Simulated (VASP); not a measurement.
Here is a VASP 6.6.1 calculation.

INCAR

```
SYSTEM = BaTe
PREC     = Accurate       ! precision mode
ENCUT    = 520            ! plane-wave cutoff, eV
EDIFF    = 1E-7           ! SCF threshold, eV
ISMEAR   = 0              ! smearing method
SIGMA    = 0.02           ! smearing width, eV
LREAL    = .FALSE.        ! projectors in reciprocal space
LASPH    = .TRUE.         ! aspherical terms in the spheres
NELM     = 150            ! most SCF steps
ALGO     = Normal         ! electronic algorithm
ISIF     = 2              ! what is computed and relaxed
LWAVE    = .FALSE.        ! write WAVECAR
LCHARG   = .FALSE.        ! write CHGCAR
MAGMOM   = 0 0 0 0 0 0    ! initial moments
LORBIT   = 11             ! projections on sites
LSORBIT  = .TRUE.         ! spin-orbit coupling
GGA_COMPAT= .FALSE.      
LORBMOM  = .TRUE.       
GGA      = PE             ! functional
NBANDS   = 28             ! bands
```

Contents of KPOINTS:

```
Automatic mesh
0
G
  8 8 8
  0 0 0
```

The input POSCAR:

```
BaTe
1.0
    0.0000000000      3.5333383813      3.5333383813
    3.5333383813      0.0000000000      3.5333383813
    3.5333383813      3.5333383813      0.0000000000
Ba Te
1 1
Direct
    0.5000000000      0.5000000000      0.5000000000
    0.0000000000      0.0000000000      0.0000000000
```

Potentials or basis: VASP PAW PBE potentials, release 64 (Ba_sv, Te).

Command:

```bash
$ cat potpaw_PBE.64/Ba_sv/POTCAR potpaw_PBE.64/Te/POTCAR > POTCAR
$ mpirun -np 1 vasp_ncl > vasp.out
```

(1) Predict the net moment.

(2) What does it give for the pressure?

## Answers

(1) 0.00 μB per cell.

(2) 0.3 GPa.
